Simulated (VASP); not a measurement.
Input of a VASP 6.6.1 run:

Contents of INCAR:

```
SYSTEM = BN
  PREC = Accurate
  ENCUT = 600
  EDIFF = 1E-6
  ISMEAR = 0
  SIGMA = 0.02
  LREAL = .FALSE.
  LASPH = .TRUE.
  NELM = 120
  ALGO = Normal
  ISIF = 2
  LWAVE = .FALSE.
  LCHARG = .TRUE.
  GGA = PE
  IVDW = 12
  LELF = .TRUE.
  LVHAR = .TRUE.
  NBANDS = 11
  GGA_COMPAT = .FALSE.
```

Contents of KPOINTS:

```
regular mesh
0
G
  12 12 12
  0 0 0
```

POSCAR

```
BN
1.0
    1.2530589412      0.7234539170      3.2984862747
   -1.2530589412      0.7234539170      3.2984862747
    0.0000000000     -1.4469078340      3.2984862747
B N
1 1
Direct
    0.9996960432      0.9996960432      0.9996960432
    0.3327369568      0.3327369568      0.3327369568
```

Potentials or basis: VASP PAW PBE potentials, release 64 (B, N).

Launch:

```console
$ cat potpaw_PBE.64/B/POTCAR potpaw_PBE.64/N/POTCAR > POTCAR
$ mpirun -np 1 vasp_std > vasp.out
```

Task: What does it give for the band gap on the k mesh?

Result: 4.23 eV, indirect (least direct gap 4.69 eV).

Task: Predict the dispersion energy per atom.

Result: -0.142 eV.

Stress tensor (GPa, compression positive):
```
-0.01  0.00  0.00
 0.00 -0.01  0.00
 0.00  0.00 -0.28
```

A k mesh can miss the band edges. PBE gaps usually lie below the measured ones, often by a third to a half.
